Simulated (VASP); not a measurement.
# CaO (Fm-3m) in VASP: elastic constants with LDA

Aim: the elastic constants of CaO with LDA.

Program: VASP 6.6.1. These are calculated values, not measurements. Logs are shortened: lines on timing, memory, paths and dates and some standing lists are left out, and cuts for length are marked.

### 1 The cell of the first run

The structure is cubic, space group Fm-3m (No. 225). Conventional cell: a = 4.708 Å, b = 4.708 Å, c = 4.708 Å, α = 90.00°, β = 90.00°, γ = 90.00°. Ca (site symmetry m-3m) has 6 O at 2.35 Å within 3.1 Å. Within 3.1 Å of O (site symmetry m-3m) lie 6 Ca at 2.35 Å.

### 2 Elastic constants, LDA

Input file INCAR:

```
ALGO = Normal
EDIFF = 1E-8
ENCUT = 600
GGA = CA
IBRION = 6
ISIF = 3
ISMEAR = 0
LASPH = T
LCHARG = T
LREAL = F
LWAVE = F
NELM = 100
NFREE = 2
NSW = 1
POTIM = 0.015
PREC = Accurate
SIGMA = 0.01
```

Input file KPOINTS:

```
k-points
0
Gamma
  8 8 8
```

Input file POSCAR:

```
CaO
1.0
    2.3539498185      2.3539498185      0.0000000000
   -2.3539498185      2.3539498185      0.0000000000
    0.0000000000      2.3539498185      2.3539498185
Ca O
1 1
Direct
    0.0000000000      0.0000000000      0.0000000000
    0.5000000000      0.5000000000      0.0000000000
```

Potentials or basis: VASP PAW LDA potentials, release 64 (Ca_sv, O).

Run with:

```bash
cat potpaw_LDA.64/Ca_sv/POTCAR potpaw_LDA.64/O/POTCAR > POTCAR
mpirun -np 1 vasp_std > vasp.out
```

OUTCAR:

```text
EDIFF = 1E-8
   ENCUT = 600
   GGA = CA
   IBRION = 6
   ISIF = 3
   ISMEAR = 0
   LASPH = T
   LREAL = F
   NELM = 100
   NFREE = 2
   NSW = 1
   POTIM = 0.015
   PREC = Accurate

 ion  position               nearest neighbor table
   1  0.000  0.000  0.000-   2 2.35   2 2.35   2 2.35   2 2.35   2 2.35   2 2.35
   2  0.500  0.500  0.000-   1 2.35   1 2.35   1 2.35   1 2.35   1 2.35   1 2.35

  LATTYP: Found a face centered cubic cell.
 ALAT       =     4.7078996370

  Lattice vectors:

 A1 = (   0.0000000000,   2.3539498185,   2.3539498185)
 A2 = (   2.3539498185,   0.0000000000,   2.3539498185)
 A3 = (   2.3539498185,   2.3539498185,   0.0000000000)

Analysis of symmetry for initial positions (statically):
=====================================================================
 Subroutine PRICEL returns:
 Original cell was already a primitive cell.

 Routine SETGRP: Setting up the symmetry group for a
 face centered cubic supercell.

 Subroutine GETGRP returns: Found 48 space group operations
 (whereof 48 operations were pure point group operations)
 out of a pool of 48 trial point group operations.

The static configuration has the point symmetry O_h .

Analysis of symmetry for dynamics (positions and initial velocities):
=====================================================================
 Subroutine PRICEL returns:
 Original cell was already a primitive cell.

 Routine SETGRP: Setting up the symmetry group for a
 face centered cubic supercell.

 Subroutine GETGRP returns: Found 48 space group operations
 (whereof 48 operations were pure point group operations)
 out of a pool of 48 trial point group operations.

The dynamic configuration has the point symmetry O_h .

 Subroutine INISYM returns: Found 48 space group operations
 (whereof 48 operations are pure point group operations),
 and found     1 'primitive' translations

[... 354 lines left out ...]
     11       8.6352      0.00000
     12       8.6352      0.00000
[... 331 lines left out ...]
 k-point    24 :       0.5000    0.2500    0.1250
  band No.  band energies     occupation
      1     -34.2679      2.00000
      2     -16.6172      2.00000
      3     -15.7435      2.00000
      4     -15.5933      2.00000
      5     -11.7751      2.00000
      6       0.1828      2.00000
      7       1.1740      2.00000
      8       1.2164      2.00000
      9       9.2629      0.00000
     10       9.3374      0.00000
     11      11.4685      0.00000
     12      11.7761      0.00000

 [... further k-points ...]
[... 5 lines left out ...]
  --------------------------------------------------------------------------------------
  -------------------------------------------------------------------------------------
  Total        0.1429784      0.1355660      0.1355660      0.0000000      0.0000000      0.0000000
  in kB        8.7813120      8.3260668      8.3260668      0.0000000      0.0000000      0.0000000
  external PRESSURE =       8.4778152 kB  Pullay stress =       0.0000000 kB
[... 17 lines left out ...]
  FREE ENERGIE OF THE ION-ELECTRON SYSTEM (eV)
  ---------------------------------------------------
  free  energy   TOTEN  =       -14.2226384216 eV

  energy  without entropy=      -14.2226384216  energy(sigma->0) =      -14.22263842

 INTERNAL STRAIN TENSORS FROM STRAINED CELLS
 ============================================

 INTERNAL STRAIN TENSOR FOR ION    1 for displacements in x,y,z  (eV/Angst):
          X           Y           Z          XY          YZ          ZX
  --------------------------------------------------------------------------------
  x     0.00000    -0.00000    -0.00000     0.00000     0.00000     0.00000
  y     0.00000    -0.00000     0.00000     0.00000     0.00000     0.00000
  z     0.00000     0.00000     0.00000     0.00000     0.00000     0.00000

 INTERNAL STRAIN TENSORS FROM DISPLACED ATOMS
 ============================================

 INTERNAL STRAIN TENSOR FOR ION    1 for displacements in x,y,z  (eV/Angst):
          X           Y           Z          XY          YZ          ZX
  --------------------------------------------------------------------------------
  x     0.00000     0.00000     0.00000     0.00000     0.00000     0.00000
  y     0.00000     0.00000     0.00000     0.00000     0.00000     0.00000
  z     0.00000     0.00000     0.00000     0.00000     0.00000     0.00000

 INTERNAL STRAIN TENSOR FOR ION    2 for displacements in x,y,z  (eV/Angst):
          X           Y           Z          XY          YZ          ZX
  --------------------------------------------------------------------------------
  x     0.00000     0.00000     0.00000     0.00000     0.00000     0.00000
  y     0.00000     0.00000     0.00000     0.00000     0.00000     0.00000
  z     0.00000     0.00000     0.00000     0.00000     0.00000     0.00000

 Eigenvectors and eigenvalues of the dynamical matrix
 ----------------------------------------------------

   1 f  =    8.958456 THz    56.287640 2PiTHz  298.821934 cm-1    37.049181 meV
             X         Y         Z           dx          dy          dz
      0.000000  0.000000  0.000000     0.534393   -0.000000   -0.000000
      0.000000  2.353950  0.000000    -0.845236   -0.000000    0.000000
[... 21 lines left out ...]
   6 f/i=    0.002572 THz     0.016159 2PiTHz    0.085788 cm-1     0.010636 meV
             X         Y         Z           dx          dy          dz
      0.000000  0.000000  0.000000    -0.845236    0.000000   -0.000000
      0.000000  2.353950  0.000000    -0.534393    0.000000    0.000000

--------------------------------------------------------------------------------------------------------

 ELASTIC MODULI CONTR FROM IONIC RELAXATION (kBar)
 Direction    XX          YY          ZZ          XY          YZ          ZX
 --------------------------------------------------------------------------------
 XX           0.0000      0.0000      0.0000      0.0000      0.0000      0.0000
 YY           0.0000      0.0000      0.0000      0.0000      0.0000      0.0000
 ZZ           0.0000      0.0000      0.0000      0.0000      0.0000      0.0000
 XY           0.0000      0.0000      0.0000      0.0000      0.0000      0.0000
 YZ           0.0000      0.0000      0.0000      0.0000      0.0000      0.0000
 ZX           0.0000      0.0000      0.0000      0.0000      0.0000      0.0000
 --------------------------------------------------------------------------------

 TOTAL ELASTIC MODULI (kBar)
 Direction    XX          YY          ZZ          XY          YZ          ZX
 --------------------------------------------------------------------------------
 XX        2695.3011    623.9322    623.9322      0.0000     -0.0000      0.0000
 YY         623.9322   2695.3011    623.9322      0.0000      0.0000      0.0000
 ZZ         623.9322    623.9322   2695.3011      0.0000     -0.0000     -0.0000
 XY           0.0000      0.0000      0.0000    790.0742     -0.0000      0.0000
 YZ          -0.0000      0.0000     -0.0000     -0.0000    790.0742      0.0000
 ZX           0.0000      0.0000     -0.0000      0.0000      0.0000    790.0742
 --------------------------------------------------------------------------------
```

Run time: 2.9 min. Hardware: 1 thread of Intel Xeon 6975P-C (Granite Rapids), shared host; peak memory 0.25 GiB.

Results:

| Property | Result |
| --- | --- |
| Elastic constants C11, C12, C44 | 270, 62, 79 GPa |
| Voigt bulk modulus | 131 GPa |
| Highest phonon frequency at Γ, LO-TO splitting left out | 299 cm⁻¹ |

Phonon frequencies in cm⁻¹ (negative: imaginary):
```csv
q point,frequencies
"(0.000, 0.000, 0.000)",0 0 0 299 299 299
```

Elastic tensor in Voigt notation (GPa, in the Cartesian axes of the cell as first typed):
```
270  62  62   0   0   0
 62 270  62   0   0   0
 62  62 270   0   0   0
  0   0   0  79   0   0
  0   0   0   0  79   0
  0   0   0   0   0  79
```

Clamped-ion elastic tensor (GPa):
```
270  62  62   0   0   0
 62 270  62   0   0   0
 62  62 270   0   0   0
  0   0   0  79   0   0
  0   0   0   0  79   0
  0   0   0   0   0  79
```
